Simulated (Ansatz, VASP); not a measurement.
## One calculation of Ta2N, two programs

The input INCAR:

```
SYSTEM = Ta2N
PREC = Accurate
ENCUT = 520
EDIFF = 1E-7
ISMEAR = 0
SIGMA = 0.15
LREAL = .FALSE.
LASPH = .TRUE.
NELM = 80
ALGO = Fast
ISIF = 2
LWAVE = .FALSE.
LCHARG = .TRUE.
GGA = PS
LELF = .TRUE.
LVHAR = .TRUE.
NBANDS = 20
```

KPOINTS

```
Automatic mesh
0
G
  15 15 8
  0 0 0
```

The input POSCAR:

```
Ta2N
1.0
    3.0782595490     -0.2154781684      0.0000000000
   -1.7257393423      2.7735900531      0.0000000000
    0.0000000000      0.0000000000      4.4862576314
Ta N
2 1
Direct
    0.6666666667      0.3333333333      0.7463700642
    0.3333333333      0.6666666667      0.2536299358
    0.0000000000      0.0000000000      0.0000000000
```

Input for Ansatz:

```yaml
crystal:
  lattice:
    - [3.078259549, -0.2154781684, 0.0]
    - [-1.7257393423, 2.7735900531, 0.0]
    - [0.0, 0.0, 4.4862576314]
  atoms:
    - { symbol: Ta, position: [0.6666666667, 0.3333333333, 0.7463700642] }
    - { symbol: Ta, position: [0.3333333333, 0.6666666667, 0.2536299358] }
    - { symbol: "N", position: [0.0, 0.0, 0.0] }
basis:
  ecutwfc: 520.0
kpoints:
  mp_grid: { grid: [15, 15, 8] }
hamiltonian:
  xc: pbesol
  pseudopotentials: { kind: paw, azcp: { folder: soft_1 } }
scf:
  occupations: { method: gaussian, width: 0.15 }
output:
  forces: true
  stress: true
  eigenvalues: true
```

Change from the starting cell: engineering shear strain xy -0.1400, normal strain along z -0.0700.

Alike in both runs: task single point; functional PBEsol; k mesh 15 × 15 × 8; occupations gaussian, width 0.15 eV; no spin polarisation.

```csv
,VASP,Ansatz
version,VASP 6.6.1,Ansatz 0.2.0
potentials or method,"VASP PAW PBE potentials, release 64 (Ta_pv, N), cutoff 520 eV","scalar-relativistic, plane waves, PAW"
valence electrons in the cell,27,31
```

Ansatz gave:

| Quantity | Value |
| --- | --- |
| gap on the k mesh at the Fermi level (eV) | none |
| pressure (GPa) | 32.3 |
| traceless stress, the component that is largest in VASP (GPa) | 26.93 |
| rms of the force components (eV/Å) | 0.195 |

What did VASP give for the same quantities?

gap on the k mesh at the Fermi level (eV): none; pressure (GPa): 33.3; traceless stress, the component that is largest in VASP (GPa): 27.09; rms of the force components (eV/Å): 0.229.

VASP's potentials were made for PBE, not for PBEsol, and Ansatz warns of the same on its side. Atom by atom the forces differ by 0.035 eV/Å (rms over components). A gap of «none» marks a metal or a gap that the smearing closes. Both programs put the cell under a high pressure, so it lies far from rest at this level. The functional is the same, so the differences come from potentials, cutoffs and numerics. VASP's potentials hold 27 valence electrons a cell and Ansatz's 31, so a difference there can come from the potentials and not from the codes.

Spin-orbit coupling is off throughout.
